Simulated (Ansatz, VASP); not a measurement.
# Two plane-wave programs on SiC

INCAR

```
SYSTEM = SiC
ALGO = Normal
EDIFF = 1E-7
ENCUT = 520
GGA = PE
ISIF = 2
ISMEAR = 0
LASPH = .TRUE.
LCHARG = .FALSE.
LREAL = .FALSE.
LWAVE = .FALSE.
NBANDS = 11
NELM = 80
PREC = Accurate
SIGMA = 0.05
```

File KPOINTS:

```
k-points
0
G
  12 12 12
  0 0 0
```

The input POSCAR:

```
SiC
1.0
    0.0000000000      2.1821140363      2.1821140363
    2.1821140363      0.0000000000      2.1821140363
    2.3035850510      2.3035850510     -0.1214710147
Si C
1 1
Direct
    0.0000000000      0.0000000000      0.0000000000
    0.7500000000      0.7500000000      0.7500000000
```

Input for Ansatz:

```yaml
crystal:
  lattice:
    - [0.0, 2.1821140363, 2.1821140363]
    - [2.1821140363, 0.0, 2.1821140363]
    - [2.303585051, 2.303585051, -0.1214710147]
  atoms:
    - { symbol: Si, position: [0.0, 0.0, 0.0] }
    - { symbol: C, position: [0.75, 0.75, 0.75] }
basis:
  ecutwfc: 520.0
kpoints:
  mp_grid: { grid: [12, 12, 12] }
hamiltonian:
  xc: pbe
scf:
  occupations: { method: gaussian, width: 0.05 }
output:
  forces: true
  stress: true
  eigenvalues: true
```

Alike in both runs: task single point; functional PBE; k mesh 12 × 12 × 12; occupations gaussian, width 0.05 eV; no spin polarisation.

```csv
,VASP,Ansatz
version,VASP 6.6.1,Ansatz 0.2.0
potentials or method,"VASP PAW PBE potentials, release 64 (Si, C), cutoff 520 eV","scalar-relativistic, plane waves, PAW"
valence electrons in the cell,8,8
```

```tsv
	VASP	Ansatz	Ansatz less VASP
gap on the k mesh at the Fermi level (eV)	1.18	1.19	+0.004
least direct gap on the mesh (eV)	3.93	3.93	-0.001
pressure (GPa)	-11.3	-11.3	+0.01
traceless stress, the component that is largest in VASP (GPa)	-11.02	-10.96	+0.054
rms of the force components (eV/Å)	0.080	0.079	-0.0004
```

Atom by atom the forces differ by 0.000 eV/Å (rms over components).
